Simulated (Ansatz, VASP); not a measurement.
## Si5Ge2 in VASP and in Ansatz

```
Si Ge
1.0
     4.37818    0.00000    0.00000
    -2.18909    3.79162    0.00000
     0.00000    0.00000    7.97337
Si Ge
5 2
Direct
  0.66667 0.33333 0.50000
  0.33333 0.66667 0.00000
  0.00000 0.00000 0.65835
  0.00000 0.00000 0.34165
  0.00000 0.00000 0.00000
  0.33333 0.66667 0.68270
  0.33333 0.66667 0.31730
```

Alike in both runs: functional PBE; k mesh 4 × 4 × 2; occupations gaussian, width 0.2 eV; no spin polarisation.

Ansatz relaxed the structure, and its values are those at the end. VASP's run is a single point on that final structure, the one shown.

|  | VASP | Ansatz |
| --- | --- | --- |
| version | VASP 6.6.1 | Ansatz 0.2.0 |
| potentials or method | VASP PAW PBE potentials, release 64 (Si, Ge_d), cutoff 500 eV | scalar-relativistic, plane waves, PAW |
| valence electrons in the cell | 48 | 48 |

```csv
,VASP,Ansatz,Ansatz less VASP
gap on the k mesh at the Fermi level (eV),none,none,-
pressure (GPa),-0.2,-0.2,+0.04
rms of the force components (eV/Å),0.009,0.010,+0.0014
```

A gap of «none» marks a metal or a gap that the smearing closes. With one functional, cell and mesh, what is left measures potentials, basis and numerics.

The k mesh is coarse, so the values compare programs but aren't converged.
